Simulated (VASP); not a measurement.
# TiB (Fm-3m) in VASP: notebook, part 2 of 2

VASP 6.6.1. Earlier steps stand in the parts before.

### 3 Single point, PBEsol

This run uses another cell than the first one, of 11.31 Å³/atom.

The input, INCAR:

```
SYSTEM = TiB
PREC     = Accurate       ! precision mode
ENCUT    = 500            ! plane-wave cutoff, eV
EDIFF    = 1E-6           ! SCF threshold, eV
ISMEAR   = -1             ! smearing method
SIGMA    = 0.05           ! smearing width, eV
LREAL    = .FALSE.        ! projectors in reciprocal space
LASPH    = .TRUE.         ! aspherical terms in the spheres
NELM     = 120            ! most SCF steps
ALGO     = Normal         ! electronic algorithm
ISIF     = 2              ! what is computed and relaxed
LWAVE    = .FALSE.        ! write WAVECAR
LCHARG   = .FALSE.        ! write CHGCAR
GGA      = PS             ! functional
NBANDS   = 14             ! bands
GGA_COMPAT= .FALSE.
```

The input, KPOINTS:

```
Automatic mesh
0
G
  11 11 11
  0 0 0
```

The input, POSCAR:

```
TiB
1.0
    0.0000000000      2.2448248350      2.2448248350
    2.2448248350      0.0000000000      2.2448248350
    2.2448248350      2.2448248350      0.0000000000
Ti B
1 1
Direct
    0.0000000000      0.0000000000      0.0000000000
    0.5000000000      0.5000000000      0.5000000000
```

Potentials or basis: VASP PAW PBE potentials, release 64 (Ti_sv, B).

Launch:

```
$ cat potpaw_PBE.64/Ti_sv/POTCAR potpaw_PBE.64/B/POTCAR > POTCAR
$ mpirun -np 1 vasp_std > vasp.out
```

OUTCAR:

```text
SYSTEM = TiB
   PREC = Accurate
   ENCUT = 500
   EDIFF = 1E-6
   ISMEAR = -1
   LREAL = .FALSE.
   LASPH = .TRUE.
   NELM = 120
   ISIF = 2
   GGA = PS

 ion  position               nearest neighbor table
   1  0.000  0.000  0.000-   2 2.24   2 2.24   2 2.24   2 2.24   2 2.24   2 2.24
   2  0.500  0.500  0.500-   1 2.24   1 2.24   1 2.24   1 2.24   1 2.24   1 2.24

  LATTYP: Found a face centered cubic cell.
 ALAT       =     4.4896496700

  Lattice vectors:

 A1 = (   0.0000000000,   2.2448248350,   2.2448248350)
 A2 = (   2.2448248350,   0.0000000000,   2.2448248350)
 A3 = (   2.2448248350,   2.2448248350,   0.0000000000)

Analysis of symmetry for initial positions (statically):
=====================================================================
 Subroutine PRICEL returns:
 Original cell was already a primitive cell.

 Routine SETGRP: Setting up the symmetry group for a
 face centered cubic supercell.

 Subroutine GETGRP returns: Found 48 space group operations
 (whereof 48 operations were pure point group operations)
 out of a pool of 48 trial point group operations.

The static configuration has the point symmetry O_h .

Analysis of symmetry for dynamics (positions and initial velocities):
=====================================================================
 Subroutine PRICEL returns:
 Original cell was already a primitive cell.

 Routine SETGRP: Setting up the symmetry group for a
 face centered cubic supercell.

 Subroutine GETGRP returns: Found 48 space group operations
 (whereof 48 operations were pure point group operations)
 out of a pool of 48 trial point group operations.

The dynamic configuration has the point symmetry O_h .

 Subroutine INISYM returns: Found 48 space group operations
 (whereof 48 operations are pure point group operations),
 and found     1 'primitive' translations

----------------------------------------------------------------------------------------

                                     Primitive cell

  volume of cell :      22.6244

  direct lattice vectors                    reciprocal lattice vectors
     0.000000000  2.244824835  2.244824835    -0.222734528  0.222734528  0.222734528
     2.244824835  0.000000000  2.244824835     0.222734528 -0.222734528  0.222734528
     2.244824835  2.244824835  0.000000000     0.222734528  0.222734528 -0.222734528

  length of vectors
     3.174661727  3.174661727  3.174661727     0.385787519  0.385787519  0.385787519

  position of ions in fractional coordinates (direct lattice)
     0.000000000  0.000000000  0.000000000
     0.500000000  0.500000000  0.500000000

  ion indices of the primitive-cell ions
   primitive index   ion index
                 1           1
                 2           2

----------------------------------------------------------------------------------------

 KPOINTS: Automatic mesh

Automatic generation of k-mesh.
 Grid dimensions read from file:
 generate k-points for:   11   11   11

 Generating k-lattice:

  Cartesian coordinates                     Fractional coordinates (reciprocal lattice)
    -0.020248593  0.020248593  0.020248593     0.090909091  0.000000000  0.000000000
     0.020248593 -0.020248593  0.020248593     0.000000000  0.090909091  0.000000000
     0.020248593  0.020248593 -0.020248593     0.000000000  0.000000000  0.090909091
[... 40 lines left out ...]
   number of dos      NEDOS =    301   number of ions     NIONS =      2
   total plane-waves  NPLWV =  13824
   dimension x,y,z NGX =    24 NGY =   24 NGZ =   24
   dimension x,y,z NGXF=    48 NGYF=   48 NGZF=   48
   ions per type =               1   1
   NGX,Y,Z   is equivalent  to a cutoff of  12.57, 12.57, 12.57 a.u.
   NGXF,Y,Z  is equivalent  to a cutoff of  25.14, 25.14, 25.14 a.u.
 SYSTEM =  TiB
   PREC   = accura    normal or accurate (medium, high low for compatibility)
   ISTART =      0    job   : 0-new  1-cont  2-samecut
   ICHARG =      2    charge: 1-file 2-atom 10-const
   ISPIN  =      1    spin polarized calculation?
   LNONCOLLINEAR =      F non collinear calculations
   LSORBIT =      F    spin-orbit coupling
   LASPH  =      T    aspherical Exc in radial PAW
   ENCUT  =  500.0 eV  36.75 Ry    6.06 a.u.   5.79  5.79  5.79*2*pi/ulx,y,z
   NELM   =    120;   NELMIN=  2; NELMDL= -5     # of ELM steps
   EDIFF  = 0.1E-05   stopping-criterion for ELM
   LREAL  =      F    real-space projection
   EDIFFG = 0.1E-04   stopping-criterion for IOM
   NSW    =      0    number of steps for IOM
   IBRION =     -1    ionic relax: 0-MD 1-quasi-New 2-CG
   NFREE  =      0    steps in history (QN), initial steepest desc. (CG)
   ISIF   =      2    stress and relaxation
   ISYM   =      2    0-nonsym 1-usesym 2-fastsym
   POTIM  = 0.5000    time-step for ionic-motion
   TEBEG  =    0.0;   TEEND  =   0.0 temperature during run
   PSTRESS=    0.0 pullay stress
   NELECT =      15.0000    total number of electrons
   NUPDOWN=      -1.0000    fix difference up-down
   EMIN   =  10.00;   EMAX   =-10.00  energy-range for DOS
   EFERMI =   0.00;   METHOD = LEGACY
   ISMEAR =    -1;   SIGMA  =   0.05  broadening in eV -4-tet -1-fermi 0-gaus
   EFERMI_NEDOS =   21; number of points for ismear=-14 and -15
   IALGO  =     38    algorithm
   IMIX   =      4    mixing-type and parameters
     AMIX     =   0.40;   BMIX     =  1.00
     AMIX_MAG =   1.60;   BMIX_MAG =  1.00
  volume/ion in A,a.u.               =      11.31        76.34
  Fermi-wavevector in a.u.,A,eV,Ry     =   1.427511  2.697605 27.725784  2.037788
  Thomas-Fermi vector in A             =   2.547673
   LORBIT       =      0    0 simple, 1 ext, 2 COOP (PROOUT), +10 PAW based schemes
   GGA     = PS    functional components
   LHFCALC =     F    Hartree Fock is set to
   AEXX    =    0.0000 exact exchange contribution
   IVDW    =     0    specifies the selected vdW correction
   LEPSILON=     F    determine dielectric tensor
   LRPA    =     F    only Hartree local field effects (RPA)
 non-spin polarized calculation
  energy-cutoff  :      500.00
  volume of cell :       22.62
 maximum number of plane-waves:       584
   NGX = 11   NGY = 11   NGZ = 11

 number of electron      15.0000005 magnetization

 Free energy of the ion-electron system (eV)
  ---------------------------------------------------
  ext. energy  EPLUGINS =         0.00000000
  ---------------------------------------------------
  free energy    TOTEN  =       -16.06473300 eV

  energy without entropy =      -16.05375699  energy(sigma->0) =      -16.05924499

 E-fermi :   7.3890     XC(G=0): -12.1789

 val. band max:        7.3874588729   @ k =   0.4545   0.2727   0.0909
 cond. band min:       7.3937077898   @ k =   0.2727   0.1818   0.0000
 fundamental gap:      0.0062489170
 Fermi energy:         7.3890314903

 k-point     1 :       0.0000    0.0000    0.0000
  band No.  band energies     occupation
      1     -48.1239      2.00000
      2     -24.3357      2.00000
      3     -24.3357      2.00000
      4     -24.3357      2.00000
      5      -1.6988      2.00000
      6       8.7862      0.00000
      7       8.7862      0.00000
      8       8.7862      0.00000
      9       9.7078      0.00000
     10       9.7078      0.00000
     11      11.9491      0.00000
     12      11.9491      0.00000
     13      11.9491      0.00000
     14      21.1378      0.00000
[... 377 lines left out ...]
      1     -48.0926      2.00000
      2     -24.5251      2.00000
      3     -24.4140      2.00000
      4     -24.3521      2.00000
      5       0.1438      2.00000
      6       6.2473      2.00000
      7       6.8145      1.99998
      8       7.0192      1.99877
      9       9.5765      0.00000
     10      10.6125      0.00000
     11      12.8874      0.00000
     12      13.2348      0.00000
     13      16.4077      0.00000
     14      20.7506      0.00000

 [... further k-points ...]

------------------------ aborting loop because EDIFF is reached ----------------------------------------

  FORCE on cell =-STRESS in cart. coord.  units (eV):
  Direction    XX          YY          ZZ          XY          YZ          ZX
  --------------------------------------------------------------------------------------
  -------------------------------------------------------------------------------------
  Total        0.0155659      0.0155659      0.0155659     -0.0000000      0.0000000      0.0000000
  in kB        1.1023219      1.1023219      1.1023219     -0.0000000      0.0000000      0.0000000
  external PRESSURE =       1.1023219 kB  Pullay stress =       0.0000000 kB

 VOLUME and BASIS-vectors are now :
 -----------------------------------------------------------------------------
  energy-cutoff  :      500.00
  volume of cell :       22.62
      direct lattice vectors                 reciprocal lattice vectors
     0.000000000  2.244824835  2.244824835    -0.222734528  0.222734528  0.222734528
     2.244824835  0.000000000  2.244824835     0.222734528 -0.222734528  0.222734528
     2.244824835  2.244824835  0.000000000     0.222734528  0.222734528 -0.222734528

 POSITION                                       TOTAL-FORCE (eV/Angst)
 -----------------------------------------------------------------------------------
      0.00000      0.00000      0.00000         0.000000     -0.000000     -0.000000
      2.24482      2.24482      2.24482        -0.000000      0.000000      0.000000
 -----------------------------------------------------------------------------------
    total drift:                                0.000000     -0.000000     -0.000000

  FREE ENERGIE OF THE ION-ELECTRON SYSTEM (eV)
  ---------------------------------------------------
  free  energy   TOTEN  =       -16.0647330021 eV

  energy  without entropy=      -16.0537569871  energy(sigma->0) =      -16.05924499
```

Wall time 31 s (1 thread of Intel Xeon 8259CL, shared host); peak memory 0.15 GiB.

What came out:

| Quantity | Value |
| --- | --- |
| Free energy | -16.0647 eV |
| Pressure | 0.1 GPa |
| Band gap on the k mesh | zero (an odd number of electrons rules out a gap without spin polarisation) |

Levels at points of the mesh, in eV from the Fermi level:
```
           k point  band 4  band 5  band 6  band 7  band 8  band 9  band 10  band 11  band 12  band 13
(0.00, 0.00, 0.00)  -31.72   -9.09    1.40    1.40    1.40    2.32     2.32     4.56     4.56     4.56
```

Caveat: the PAW data sets were made with another functional, which shifts forces and pressure a little.
